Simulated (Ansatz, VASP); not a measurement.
Bi4O in VASP and in Ansatz

Contents of INCAR:

```
PREC     = Accurate       # precision mode
ENCUT    = 520            # plane-wave cutoff, eV
EDIFF    = 1E-6           # SCF threshold, eV
ISMEAR   = 0              # smearing method
SIGMA    = 0.1            # smearing width, eV
LREAL    = F              # projectors in reciprocal space
LASPH    = T              # aspherical terms in the spheres
NELM     = 60             # most SCF steps
ALGO     = Normal         # electronic algorithm
ISIF     = 2              # what is computed and relaxed
LWAVE    = F              # write WAVECAR
LCHARG   = F              # write CHGCAR
GGA      = PE             # functional
NBANDS   = 41             # bands
```

KPOINTS

```
Automatic mesh
0
Gamma
  4 4 4
```

POSCAR

```
Bi4O
1.0
    5.0402678500      0.0000000000      0.0000000000
    0.0000000000      5.0402678500      0.0000000000
    0.0000000000      0.0000000000      5.0402678500
Bi O
4 1
Direct
    0.2500000000      0.2500000000      0.2500000000
    0.7500000000      0.7500000000      0.2500000000
    0.7500000000      0.2500000000      0.7500000000
    0.2500000000      0.7500000000      0.7500000000
    0.0000000000      0.0000000000      0.0000000000
```

Input for Ansatz:

```yaml
crystal:
  lattice:
    - [5.04026785, 0.0, 0.0]
    - [0.0, 5.04026785, 0.0]
    - [0.0, 0.0, 5.04026785]
  atoms:
    - { symbol: Bi, position: [0.25, 0.25, 0.25] }
    - { symbol: Bi, position: [0.75, 0.75, 0.25] }
    - { symbol: Bi, position: [0.75, 0.25, 0.75] }
    - { symbol: Bi, position: [0.25, 0.75, 0.75] }
    - { symbol: O, position: [0.0, 0.0, 0.0] }
basis:
  ecutwfc: 420
kpoints:
  mp_grid: { grid: [4, 4, 4] }
hamiltonian:
  xc: pbe
scf:
  occupations: { method: gaussian, width: 0.1 }
  lower_state_search: "off"
output:
  forces: true
  stress: true
  eigenvalues: true
```

Change from the starting cell: ordered vacancies on the anion sites of cuprite (P-43m, No. 215).

Alike in both runs: task single point; functional PBE; k mesh 4 × 4 × 4; occupations gaussian, width 0.1 eV; no spin polarisation.

```csv
,VASP,Ansatz
version,VASP 6.6.1,Ansatz 0.2.0
potentials or method,"VASP PAW PBE potentials, release 64 (Bi_d, O), cutoff 520 eV","scalar-relativistic, plane waves, PAW"
valence electrons in the cell,66,66
```

|  | VASP | Ansatz | Ansatz less VASP |
| --- | --- | --- | --- |
| gap on the k mesh at the Fermi level (eV) | none | none | - |
| pressure (GPa) | 9.3 | 9.3 | -0.02 |

A gap of «none» marks a metal or a gap that the smearing closes. With one functional, cell and mesh, what is left measures potentials, basis and numerics.

Spin-orbit coupling is off throughout.
